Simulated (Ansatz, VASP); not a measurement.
Two plane-wave programs on Tl

The input INCAR:

```
  ALGO = Normal
  EDIFF = 1E-7
  ENCUT = 520
  GGA = RP
  ISIF = 2
  ISMEAR = -1
  LASPH = True
  LCHARG = False
  LREAL = False
  LWAVE = False
  NBANDS = 26
  NELM = 80
  PREC = Accurate
  SIGMA = 0.1
```

Contents of KPOINTS:

```
k-points
0
Gamma
  7 7 10
```

Contents of POSCAR:

```
Tl
1.0
    5.9246307571      0.0000000000      0.0000000000
   -2.9623153786      5.1308807437      0.0000000000
    0.0000000000      0.0000000000      3.6392960654
Tl
3
Direct
    1.0000000000      1.0000000000      0.0000000000
    0.3333333333      0.6666666667      0.5000000000
    0.6666666667      0.3333333333      0.5000000000
```

Input for Ansatz:

```yaml
crystal:
  lattice:
    - [5.9246307571, 0.0, 0.0]
    - [-2.9623153786, 5.1308807437, 0.0]
    - [0.0, 0.0, 3.6392960654]
  atoms:
    - { symbol: Tl, position: [1.0, 1.0, 0.0] }
    - { symbol: Tl, position: [0.3333333333, 0.6666666667, 0.5] }
    - { symbol: Tl, position: [0.6666666667, 0.3333333333, 0.5] }
hamiltonian:
  xc: rpbe
  pseudopotentials:
    kind: paw
    azcp:
      Tl: "pseudopotentials/Tl.paw.azcp"
basis:
  ecutwfc: 420
  fft_grid_basis: typed
kpoints:
  mp_grid: { grid: [7, 7, 10], shift: [0, 0, 0] }
magnetization:
  spin_polarized: false
scf:
  occupations: { method: fermi_dirac, width: 0.1 }
  lower_state_search: "off"
output:
  stress: true
```

Alike in both runs: task single point; functional RPBE; k mesh 7 × 7 × 10; occupations fermi-dirac, width 0.1 eV; no spin polarisation.

|  | VASP | Ansatz |
| --- | --- | --- |
| version | VASP 6.6.1 | Ansatz 0.2.0 |
| potentials or method | VASP PAW PBE potentials, release 64 (Tl_d), cutoff 520 eV | plane waves (420 eV) with PAW, scalar-relativistic |
| valence electrons in the cell | 39 | 39 |

```tsv
	VASP	Ansatz	Ansatz less VASP
pressure (GPa)	-1.2	-1.2	+0.05
```

VASP's potentials were made for PBE, not for RPBE.

Neither program's run includes spin-orbit coupling.
